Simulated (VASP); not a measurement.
# HfN (Fm-3m) in VASP: a series of runs, part 2 of 2

VASP 6.6.1. Earlier steps stand in the parts before.

### Step 4. Electric field gradients, PBE (volume scaled by 0.99)

Contents of INCAR:

```
SYSTEM = HfN
ALGO = Normal ; EDIFF = 1E-8
ENCUT = 520 ; GGA = PE
GGA_COMPAT = .FALSE. ; ISIF = 2
ISMEAR = -1 ; LASPH = .TRUE.
LCHARG = .FALSE. ; LEFG = .TRUE.
LREAL = .FALSE. ; LWAVE = .FALSE.
NBANDS = 14 ; NELM = 120
PREC = Accurate ; SIGMA = 0.03
```

Contents of KPOINTS:

```
k-points
0
G
  10 10 10
  0 0 0
```

Contents of POSCAR:

```
HfN
1.0
    0.0000000000      2.2514447596      2.2514447596
    2.2514447596      0.0000000000      2.2514447596
    2.2514447596      2.2514447596      0.0000000000
Hf N
1 1
Direct
    0.0000000000      0.0000000000      0.0000000000
    0.5000000000      0.5000000000      0.5000000000
```

Potentials or basis: VASP PAW PBE potentials, release 64 (Hf_pv, N).

Run with:

```
$ cat potpaw_PBE.64/Hf_pv/POTCAR potpaw_PBE.64/N/POTCAR > POTCAR
$ mpirun -np 1 vasp_std > vasp.out
```

OUTCAR:

```text
SYSTEM = HfN
   EDIFF = 1E-8
   ENCUT = 520
   GGA = PE
   ISIF = 2
   ISMEAR = -1
   LASPH = .TRUE.
   LREAL = .FALSE.
   NELM = 120
   PREC = Accurate

 ion  position               nearest neighbor table
   1  0.000  0.000  0.000-   2 2.25   2 2.25   2 2.25   2 2.25   2 2.25   2 2.25
   2  0.500  0.500  0.500-   1 2.25   1 2.25   1 2.25   1 2.25   1 2.25   1 2.25

  LATTYP: Found a face centered cubic cell.
 ALAT       =     4.5028895192

  Lattice vectors:

 A1 = (   0.0000000000,   2.2514447596,   2.2514447596)
[... 620 lines left out ...]
  ---------------------------------------------------
  free  energy   TOTEN  =       -21.7419315963 eV

  energy  without entropy=      -21.7392861458  energy(sigma->0) =      -21.74060887

 Electric field gradients (V/A^2)
---------------------------------------------------------------------
 ion       V_xx      V_yy      V_zz      V_xy      V_xz      V_yz
---------------------------------------------------------------------
   1       0.000    -0.000    -0.000    -0.000    -0.000    -0.000
   2      -0.000     0.000    -0.000     0.001     0.001     0.001
---------------------------------------------------------------------

 Electric field gradients after diagonalization (V/A^2)
 (convention: |V_zz| > |V_xx| > |V_yy|)
----------------------------------------------------------------------
 ion       V_xx      V_yy      V_zz     asymmetry (V_yy - V_xx)/ V_zz
----------------------------------------------------------------------
   1       0.000     0.000    -0.001       0.000
   2      -0.001    -0.001     0.002       0.000
----------------------------------------------------------------------

           NMR quadrupolar parameters

 Cq : quadrupolar parameter    Cq=e*Q*V_zz/h
 eta: asymmetry parameters     (V_yy - V_xx)/ V_zz
 Q  : nuclear electric quadrupole moment in mb (millibarn)
----------------------------------------------------------------------
 ion       Cq(MHz)       eta       Q (mb)
----------------------------------------------------------------------
   1      -0.000       0.000       1.000
   2       0.000       0.000       1.000
----------------------------------------------------------------------
```

stdout:

```text
POSCAR found type information on POSCAR HfN
 POSCAR found :  2 types and       2 ions
 scaLAPACK will be used
 LDA part: xc-table for (Slater+PW92), standard interpolation
 POSCAR, INCAR and KPOINTS ok, starting setup
 FFT: planning ... GRIDC
 FFT: planning ... GRID_SOFT
 FFT: planning ... GRID
 WAVECAR not read
 entering main loop
ion   1

ion   2
```

It used 31 s of CPU time on 1 thread of AMD EPYC 7R13 Processor (Zen 3) (shared host).

What came out:

```
Free energy : -21.7419 eV
Pressure    : 6.0 GPa
```

Levels at points of the mesh, in eV from the Fermi level:
| k point | band 6 | band 7 | band 8 | band 9 | band 10 | band 11 |
| --- | --- | --- | --- | --- | --- | --- |
| (0.00, 0.00, 0.00) | -3.08 | -3.08 | -0.39 | -0.39 | -0.39 | 1.85 |
| (0.50, 0.00, 0.00) | -6.28 | -6.28 | 3.29 | 3.72 | 3.72 | 4.44 |
| (0.50, 0.50, 0.00) | -3.89 | -3.74 | -3.74 | 4.12 | 5.57 | 5.57 |

Caveat: without QUAD_EFG the Cq values of the log hold for a quadrupole moment of 1 mb, not for the nuclei; spin-orbit coupling is left out, which moves the levels of the heavy elements.

### Step 5. Electric field gradients, PBE (volume scaled by 1.01)

Contents of INCAR:

```
ALGO = Normal
EDIFF = 1E-8
ENCUT = 520
GGA = PE
GGA_COMPAT = F
ISIF = 2
ISMEAR = -1
LASPH = T
LCHARG = F
LEFG = T
LREAL = F
LWAVE = F
NBANDS = 14
NELM = 120
PREC = Accurate
SIGMA = 0.03
```

Contents of KPOINTS:

```
k-points
0
Gamma
  10 10 10
```

Contents of POSCAR:

```
HfN
1.0
    0.0000000000      2.2665050385      2.2665050385
    2.2665050385      0.0000000000      2.2665050385
    2.2665050385      2.2665050385      0.0000000000
Hf N
1 1
Direct
    0.0000000000      0.0000000000      0.0000000000
    0.5000000000      0.5000000000      0.5000000000
```

Potentials or basis: VASP PAW PBE potentials, release 64 (Hf_pv, N).

Run with:

```
$ cat potpaw_PBE.64/Hf_pv/POTCAR potpaw_PBE.64/N/POTCAR > POTCAR
$ mpirun -np 1 vasp_std > vasp.out
```

OUTCAR:

```text
EDIFF = 1E-8
   ENCUT = 520
   GGA = PE
   ISIF = 2
   ISMEAR = -1
   LASPH = T
   LREAL = F
   NELM = 120
   PREC = Accurate

 ion  position               nearest neighbor table
   1  0.000  0.000  0.000-   2 2.27   2 2.27   2 2.27   2 2.27   2 2.27   2 2.27
   2  0.500  0.500  0.500-   1 2.27   1 2.27   1 2.27   1 2.27   1 2.27   1 2.27

  LATTYP: Found a face centered cubic cell.
 ALAT       =     4.5330100770

  Lattice vectors:

 A1 = (   0.0000000000,   2.2665050385,   2.2665050385)
 A2 = (   2.2665050385,   0.0000000000,   2.2665050385)
 A3 = (   2.2665050385,   2.2665050385,   0.0000000000)

Analysis of symmetry for initial positions (statically):
=====================================================================
 Subroutine PRICEL returns:
 Original cell was already a primitive cell.

 Routine SETGRP: Setting up the symmetry group for a
 face centered cubic supercell.

 Subroutine GETGRP returns: Found 48 space group operations
[... 594 lines left out ...]
  volume of cell :       23.29
      direct lattice vectors                 reciprocal lattice vectors
     0.000000000  2.266505039  2.266505039    -0.220603966  0.220603966  0.220603966
     2.266505039  0.000000000  2.266505039     0.220603966 -0.220603966  0.220603966
     2.266505039  2.266505039  0.000000000     0.220603966  0.220603966 -0.220603966

 POSITION                                       TOTAL-FORCE (eV/Angst)
 -----------------------------------------------------------------------------------
      0.00000      0.00000      0.00000         0.000000      0.000000     -0.000000
      2.26651      2.26651      2.26651         0.000000     -0.000000      0.000000
 -----------------------------------------------------------------------------------
    total drift:                                0.000000     -0.000000     -0.000000

  FREE ENERGIE OF THE ION-ELECTRON SYSTEM (eV)
  ---------------------------------------------------
  free  energy   TOTEN  =       -21.7511129796 eV

  energy  without entropy=      -21.7484405466  energy(sigma->0) =      -21.74977676

 Electric field gradients (V/A^2)
---------------------------------------------------------------------
 ion       V_xx      V_yy      V_zz      V_xy      V_xz      V_yz
---------------------------------------------------------------------
   1       0.000     0.000    -0.000    -0.000    -0.000    -0.000
   2       0.000     0.000     0.000     0.001     0.001     0.001
---------------------------------------------------------------------

 Electric field gradients after diagonalization (V/A^2)
 (convention: |V_zz| > |V_xx| > |V_yy|)
----------------------------------------------------------------------
 ion       V_xx      V_yy      V_zz     asymmetry (V_yy - V_xx)/ V_zz
----------------------------------------------------------------------
   1       0.000     0.000    -0.001       0.000
   2      -0.001    -0.001     0.002       0.000
----------------------------------------------------------------------

           NMR quadrupolar parameters

 Cq : quadrupolar parameter    Cq=e*Q*V_zz/h
 eta: asymmetry parameters     (V_yy - V_xx)/ V_zz
 Q  : nuclear electric quadrupole moment in mb (millibarn)
----------------------------------------------------------------------
 ion       Cq(MHz)       eta       Q (mb)
----------------------------------------------------------------------
   1      -0.000       0.000       1.000
   2       0.000       0.000       1.000
----------------------------------------------------------------------
```

OSZICAR:

```text
N       E                     dE             d eps       ncg     rms          rms(c)
DAV:   1     0.384304974637E+02    0.38430E+02   -0.76963E+03  1316   0.100E+03
DAV:   2    -0.227318424127E+02   -0.61162E+02   -0.57405E+02  1772   0.237E+02
DAV:   3    -0.247536980601E+02   -0.20219E+01   -0.20137E+01  1490   0.356E+01
DAV:   4    -0.247608176399E+02   -0.71196E-02   -0.71192E-02  1586   0.250E+00
DAV:   5    -0.247608616034E+02   -0.43963E-04   -0.43963E-04  1486   0.170E-01    0.480E+01
DAV:   6    -0.218627721692E+02    0.28981E+01   -0.83120E+00  1424   0.221E+01    0.410E+01
DAV:   7    -0.217798526428E+02    0.82920E-01   -0.46108E-01  1622   0.605E+00    0.264E+01
DAV:   8    -0.217569079738E+02    0.22945E-01   -0.11263E-01  1502   0.292E+00    0.615E+00
DAV:   9    -0.217511654853E+02    0.57425E-02   -0.13927E-02  1526   0.980E-01    0.194E+00
DAV:  10    -0.217511455157E+02    0.19970E-04   -0.91156E-04  1718   0.283E-01    0.443E-01
DAV:  11    -0.217511148730E+02    0.30643E-04   -0.60534E-05  1622   0.762E-02    0.111E-01
DAV:  12    -0.217511130755E+02    0.17974E-05   -0.73316E-06  1786   0.227E-02    0.104E-02
DAV:  13    -0.217511129842E+02    0.91288E-07   -0.17536E-07  1400   0.413E-03    0.506E-03
DAV:  14    -0.217511129487E+02    0.35494E-07   -0.95543E-09  1162   0.916E-04    0.223E-03
DAV:  15    -0.217511129750E+02   -0.26286E-07   -0.12848E-09   826   0.394E-04    0.563E-05
DAV:  16    -0.217511129796E+02   -0.45404E-08   -0.25407E-10   850   0.139E-04
   1 F= -.21751113E+02 E0= -.21749777E+02  d E =-.267243E-02
```

It used 27 s of CPU time on 1 thread of AMD EPYC 7R13 Processor (Zen 3), on a shared host.

What came out:

| Item | Value |
| --- | --- |
| Free energy | -21.7511 eV |
| Pressure | 0.3 GPa |

Levels at points of the mesh, in eV from the Fermi level:
| k point | band 6 | band 7 | band 8 | band 9 | band 10 | band 11 |
| --- | --- | --- | --- | --- | --- | --- |
| (0.00, 0.00, 0.00) | -3.06 | -3.06 | -0.38 | -0.38 | -0.38 | 1.66 |
| (0.50, 0.00, 0.00) | -6.17 | -6.17 | 3.20 | 3.62 | 3.62 | 4.34 |
| (0.50, 0.50, 0.00) | -3.80 | -3.73 | -3.73 | 4.01 | 5.41 | 5.41 |

Caveat: without QUAD_EFG the Cq values of the log hold for a quadrupole moment of 1 mb, not for the nuclei; spin-orbit coupling is left out, which moves the levels of the heavy elements.

### Step 6. Electric field gradients, PBE (volume scaled by 1.01)

Contents of INCAR:

```
SYSTEM = HfN
ALGO = Normal
EDIFF = 1E-8
ENCUT = 520
GGA = PE
GGA_COMPAT = .FALSE.
ISIF = 2
ISMEAR = -1
LASPH = .TRUE.
LCHARG = .FALSE.
LEFG = .TRUE.
LREAL = .FALSE.
LWAVE = .FALSE.
NBANDS = 14
NELM = 120
PREC = Accurate
SIGMA = 0.03
```

Contents of KPOINTS:

```
k-points
0
G
  10 10 10
  0 0 0
```

POSCAR is that of step 5.

Potentials or basis: VASP PAW PBE potentials, release 64 (Hf_pv, N).

Run with:

```
$ cat potpaw_PBE.64/Hf_pv/POTCAR potpaw_PBE.64/N/POTCAR > POTCAR
$ mpirun -np 1 vasp_std > vasp.out
```

OUTCAR:

```text
SYSTEM = HfN
   EDIFF = 1E-8
   ENCUT = 520
   GGA = PE
   ISIF = 2
   ISMEAR = -1
   LASPH = .TRUE.
   LREAL = .FALSE.
   NELM = 120
   PREC = Accurate

 ion  position               nearest neighbor table
   1  0.000  0.000  0.000-   2 2.27   2 2.27   2 2.27   2 2.27   2 2.27   2 2.27
   2  0.500  0.500  0.500-   1 2.27   1 2.27   1 2.27   1 2.27   1 2.27   1 2.27

  LATTYP: Found a face centered cubic cell.
 ALAT       =     4.5330100770

  Lattice vectors:

 A1 = (   0.0000000000,   2.2665050385,   2.2665050385)
 A2 = (   2.2665050385,   0.0000000000,   2.2665050385)
 A3 = (   2.2665050385,   2.2665050385,   0.0000000000)

Analysis of symmetry for initial positions (statically):
=====================================================================
 Subroutine PRICEL returns:
 Original cell was already a primitive cell.

 Routine SETGRP: Setting up the symmetry group for a
 face centered cubic supercell.

[... 596 lines left out ...]
      direct lattice vectors                 reciprocal lattice vectors
     0.000000000  2.266505039  2.266505039    -0.220603966  0.220603966  0.220603966
     2.266505039  0.000000000  2.266505039     0.220603966 -0.220603966  0.220603966
     2.266505039  2.266505039  0.000000000     0.220603966  0.220603966 -0.220603966

 POSITION                                       TOTAL-FORCE (eV/Angst)
 -----------------------------------------------------------------------------------
      0.00000      0.00000      0.00000         0.000000      0.000000     -0.000000
      2.26651      2.26651      2.26651         0.000000     -0.000000      0.000000
 -----------------------------------------------------------------------------------
    total drift:                                0.000000     -0.000000     -0.000000

  FREE ENERGIE OF THE ION-ELECTRON SYSTEM (eV)
  ---------------------------------------------------
  free  energy   TOTEN  =       -21.7511129796 eV

  energy  without entropy=      -21.7484405466  energy(sigma->0) =      -21.74977676

 Electric field gradients (V/A^2)
---------------------------------------------------------------------
 ion       V_xx      V_yy      V_zz      V_xy      V_xz      V_yz
---------------------------------------------------------------------
   1       0.000     0.000    -0.000    -0.000    -0.000    -0.000
   2       0.000     0.000     0.000     0.001     0.001     0.001
---------------------------------------------------------------------

 Electric field gradients after diagonalization (V/A^2)
 (convention: |V_zz| > |V_xx| > |V_yy|)
----------------------------------------------------------------------
 ion       V_xx      V_yy      V_zz     asymmetry (V_yy - V_xx)/ V_zz
----------------------------------------------------------------------
   1       0.000     0.000    -0.001       0.000
   2      -0.001    -0.001     0.002       0.000
----------------------------------------------------------------------

           NMR quadrupolar parameters

 Cq : quadrupolar parameter    Cq=e*Q*V_zz/h
 eta: asymmetry parameters     (V_yy - V_xx)/ V_zz
 Q  : nuclear electric quadrupole moment in mb (millibarn)
----------------------------------------------------------------------
 ion       Cq(MHz)       eta       Q (mb)
----------------------------------------------------------------------
   1      -0.000       0.000       1.000
   2       0.000       0.000       1.000
----------------------------------------------------------------------
```

OSZICAR:

```text
N       E                     dE             d eps       ncg     rms          rms(c)
DAV:   1     0.384304974637E+02    0.38430E+02   -0.76963E+03  1316   0.100E+03
DAV:   2    -0.227318424127E+02   -0.61162E+02   -0.57405E+02  1772   0.237E+02
DAV:   3    -0.247536980601E+02   -0.20219E+01   -0.20137E+01  1490   0.356E+01
DAV:   4    -0.247608176399E+02   -0.71196E-02   -0.71192E-02  1586   0.250E+00
DAV:   5    -0.247608616034E+02   -0.43963E-04   -0.43963E-04  1486   0.170E-01    0.480E+01
DAV:   6    -0.218627721692E+02    0.28981E+01   -0.83120E+00  1424   0.221E+01    0.410E+01
DAV:   7    -0.217798526428E+02    0.82920E-01   -0.46108E-01  1622   0.605E+00    0.264E+01
DAV:   8    -0.217569079738E+02    0.22945E-01   -0.11263E-01  1502   0.292E+00    0.615E+00
DAV:   9    -0.217511654853E+02    0.57425E-02   -0.13927E-02  1526   0.980E-01    0.194E+00
DAV:  10    -0.217511455157E+02    0.19970E-04   -0.91156E-04  1718   0.283E-01    0.443E-01
DAV:  11    -0.217511148730E+02    0.30643E-04   -0.60534E-05  1622   0.762E-02    0.111E-01
DAV:  12    -0.217511130755E+02    0.17974E-05   -0.73316E-06  1786   0.227E-02    0.104E-02
DAV:  13    -0.217511129842E+02    0.91288E-07   -0.17536E-07  1400   0.413E-03    0.506E-03
DAV:  14    -0.217511129487E+02    0.35494E-07   -0.95543E-09  1162   0.916E-04    0.223E-03
DAV:  15    -0.217511129750E+02   -0.26286E-07   -0.12848E-09   826   0.394E-04    0.563E-05
DAV:  16    -0.217511129796E+02   -0.45404E-08   -0.25407E-10   850   0.139E-04
   1 F= -.21751113E+02 E0= -.21749777E+02  d E =-.267243E-02
```

It used 23 s of CPU time on 1 thread of AMD EPYC 7R13 Processor (Zen 3), with other jobs on the host.

Results:

```yaml
Free_energy: -21.7511 eV
Pressure: 0.3 GPa
```

Caveat: without QUAD_EFG the Cq values of the log hold for a quadrupole moment of 1 mb, not for the nuclei; spin-orbit coupling is left out, which moves the levels of the heavy elements.

### Step 7. The runs side by side

| task | cell | k mesh for the DOS | occupations for the DOS | gap on the mesh (eV) | pressure (GPa) |
| --- | --- | --- | --- | --- | --- |
| density of states | a = 3.195 Å, angles 60.0°, 2 atoms | 15 × 15 × 15 | tetrahedron | - | - |
| electric field gradients | a = 3.129 Å, angles 60.0°, 2 atoms | - | - | none | 23.1 |
| electric field gradients | a = 3.184 Å, angles 60.0°, 2 atoms | - | - | none | 6.0 |
| electric field gradients | a = 3.205 Å, angles 60.0°, 2 atoms | - | - | none | 0.3 |

Alike in all rows: level PBE; potentials or basis VASP PAW PBE potentials, release 64 (Hf_pv, N); no spin polarisation; k mesh 10 × 10 × 10; cutoff (eV) 520; smearing fermi-dirac 0.03 eV.

Caveats: spin-orbit coupling is left out, which moves the levels of the heavy elements.

Total energies depend on the potentials used, so only differences within one code and one set of settings carry meaning.
